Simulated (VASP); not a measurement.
Crystal: SnO.

```
CELL_PARAMETERS angstrom
-3.81628 -0.01838 -0.04296
-0.05628 0.02192 -5.10156
-0.03677 -7.35596 0.03347
ATOMIC_POSITIONS crystal
Sn 0.52175 0.78200 0.01252
Sn 0.48245 0.77079 0.51348
Sn 0.97106 0.24521 0.74368
Sn 0.03262 0.22330 0.23146
O 0.00440 0.96247 0.00833
O 0.98667 0.01699 0.49535
O 0.47596 0.98202 0.75708
O 0.52509 0.01721 0.23810
```

```yaml
Program: VASP 6.6.1
Task: relaxation of cell and atoms
Functional: PBE
Potentials_or_basis: VASP PAW PBE potentials, release 64 (Sn_d, O)
Cutoff: 600 eV
k_mesh: 4 × 4 × 2
Occupations: gaussian, width 0.1 eV
Spin: no spin polarisation
```

At the start: pressure 7.8 GPa; volume 17.90 Å³/atom.

Task: How do energy, volume and symmetry change on relaxing?

Result: Over 22 steps the energy falls by 114.8 meV/atom and the volume is 18.94 Å³/atom (+5.8 %); space group Pmmn (No. 59, to 0.05 Å).

The path:
```
step  energy change (eV)  largest force (eV/Å)  pressure (GPa)  volume (Å³)
   1              0.0000                3.0828            7.79       143.19
   2             -0.3231                2.0031           -6.68       161.88
   3             -0.5598                1.4337           -1.98       153.73
   4             -0.8007                0.5228           -0.62       152.28
   5             -0.8353                0.3547            0.28       151.49
   6             -0.8590                0.2776           -0.14       152.06
   7             -0.8743                0.3387           -0.78       152.99
   8             -0.8907                0.2345           -0.01       151.84
   9             -0.8953                0.2673            0.68       150.85
  10             -0.9085                0.1289            0.24       151.29
  11             -0.9106                0.1415           -0.02       151.55
  12             -0.9132                0.0925            0.00       151.57
  13             -0.9147                0.0576            0.05       151.60
  14             -0.9158                0.0547           -0.08       151.77
  15             -0.9161                0.0638           -0.17       151.89
  16             -0.9158                0.1042           -0.35       152.13
  17             -0.9162                0.0693           -0.23       151.96
  18             -0.9168                0.0584           -0.08       151.75
  19             -0.9170                0.0611            0.12       151.43
  20             -0.9170                0.0586            0.07       151.52
  21             -0.9174                0.0440            0.05       151.51
  22             -0.9180                0.0231            0.00       151.50
```

Final structure:
```
Sn O
1.0
    -3.90309    0.00048    0.00064
    -0.00068   -0.00176   -5.06401
     0.00191   -7.66474    0.00451
Sn O
4 4
Cartesian
  -1.9492 -7.6638 -3.8963
  -1.9520 -3.8330 -3.8983
  -3.9016 -5.7487 -1.1606
  -0.0006 -1.9156 -1.1619
  -0.0008 -0.0018 -5.0434
  -3.9028 -3.8350 -5.0460
  -1.9492 -5.7495 -0.0131
  -1.9513 -1.9167 -0.0158
```

Caveat: the k points lie up to 0.41 Å⁻¹ apart in the final cell.
